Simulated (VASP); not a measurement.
# Al18H4C: single point with PBE+D3(BJ)

Al18H4C, a slab with vacuum:

```
Al C H
1.0
     5.72757    0.00000    0.00000
     4.29567    7.44032    0.00000
     0.00000    0.00000   17.67654
Al C H
18 1 4
Cartesian
  1.4319 0.8267 1.0000
  4.2957 0.8267 1.0000
  2.8638 3.3068 1.0000
  5.7276 3.3068 1.0000
  4.2957 5.7869 1.0000
  7.1595 5.7869 1.0000
  0.0003 1.6524 3.3270
  2.8637 1.6520 3.3272
  1.4319 4.1319 3.3202
  4.2955 4.1330 3.3238
  2.8641 6.6116 3.3226
  5.7273 6.6116 3.3235
  0.0003 -0.0044 5.6517
  2.8639 -0.0061 5.6483
  1.4326 2.4803 5.6484
  4.2959 2.4808 5.6519
  2.8632 4.9588 5.6426
  5.7274 4.9595 5.6426
  7.1243 4.9849 9.2603
  6.3908 5.7273 8.9258
  6.8889 4.0138 8.8098
  8.1253 5.2983 8.9424
  7.0938 4.9013 10.3518
```

```yaml
Program: VASP 6.6.1
Task: single point
Functional: PBE
Dispersion: D3(BJ)
Potentials_or_basis: VASP PAW PBE potentials, release 64 (Al, C, H)
Cutoff: 520 eV
k_mesh: 3 × 2 × 1
Occupations: gaussian, width 0.05 eV
Spin: no spin polarisation
```

| Property | Result |
| --- | --- |
| Largest force | 0.037 eV/Å |
| Band gap on the k mesh | zero (filled and empty bands touch) |
| Dispersion energy per atom | -0.186 eV |

Forces in eV/Å, atoms in the order of the input:
```
Al   0.001  0.002  0.008
Al  -0.001 -0.001  0.011
Al  -0.002  0.003  0.001
Al   0.001  0.005  0.003
Al  -0.003 -0.004 -0.001
Al   0.003 -0.004 -0.004
Al  -0.001  0.000  0.002
Al  -0.001  0.000 -0.002
Al   0.001  0.000  0.001
Al   0.002  0.000 -0.003
Al   0.001  0.000  0.001
Al   0.001 -0.001 -0.003
Al  -0.001  0.002 -0.001
Al   0.001  0.001 -0.001
Al  -0.002 -0.001 -0.003
Al  -0.001 -0.002 -0.002
Al   0.001  0.000 -0.001
Al   0.003 -0.001 -0.001
C   -0.001 -0.003 -0.023
H   -0.016  0.017 -0.004
H   -0.005 -0.019 -0.011
H    0.021  0.007 -0.004
H   -0.002 -0.002  0.037
```

Levels at points of the mesh, in eV from the Fermi level:
```tsv
k point	band 27	band 28	band 29	band 30	band 31	band 32	band 33	band 34	band 35	band 36
(0.00, 0.00, 0.00)	-0.37	-0.37	-0.12	-0.05	-0.05	0.08	0.16	0.16	0.77	1.46
(0.00, 0.50, 0.00)	-1.26	-1.26	-0.13	-0.12	-0.05	-0.05	0.08	0.08	1.36	1.40
```

Wall time 3.2 min on 1 thread of Intel(R) Xeon(R) 6975P-C (Granite Rapids), with other jobs on the host, peak memory 0.82 GiB.

Caveat: the k points lie up to 0.42 Å⁻¹ apart.
